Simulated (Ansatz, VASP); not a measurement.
**Two plane-wave programs on HfAl3N4**

```xyz
8
Lattice="3.3636 0.0000 0.0000 0.0000 3.3636 0.0000 0.0000 0.0000 9.5137" Properties=species:S:1:pos:R:3 pbc="T T T"
Hf    1.6818    1.6818    4.7569
Al    0.0000    0.0000    7.1353
Al    1.6818    1.6818    0.0000
Al    0.0000    0.0000    2.3784
N     0.0000    0.0000    0.0000
N     1.6818    1.6818    2.3784
N     0.0000    0.0000    4.7569
N     1.6818    1.6818    7.1353
```

Alike in both runs: task single point; functional PBE; k mesh 6 × 6 × 2; occupations gaussian, width 0.1 eV; no spin polarisation.

```csv
,VASP,Ansatz
version,VASP 6.6.1,Ansatz 0.2.0
potentials or method,"VASP PAW PBE potentials, release 64 (Hf_pv, Al, N), cutoff 600 eV","scalar-relativistic, plane waves, PAW"
valence electrons in the cell,39,55
```

```tsv
	VASP	Ansatz	Ansatz less VASP
gap on the k mesh at the Fermi level (eV)	none	none	-
rms of the force components (eV/Å)	0.254	0.255	+0.0009
```

Atom by atom the forces differ by 0.016 eV/Å (rms over components). A gap of «none» marks a metal or a gap that the smearing closes. With one functional, cell and mesh, what is left measures potentials, basis and numerics. VASP's potentials hold 39 valence electrons a cell and Ansatz's 55, so a difference there can come from the potentials and not from the codes.

Neither program's run includes spin-orbit coupling.
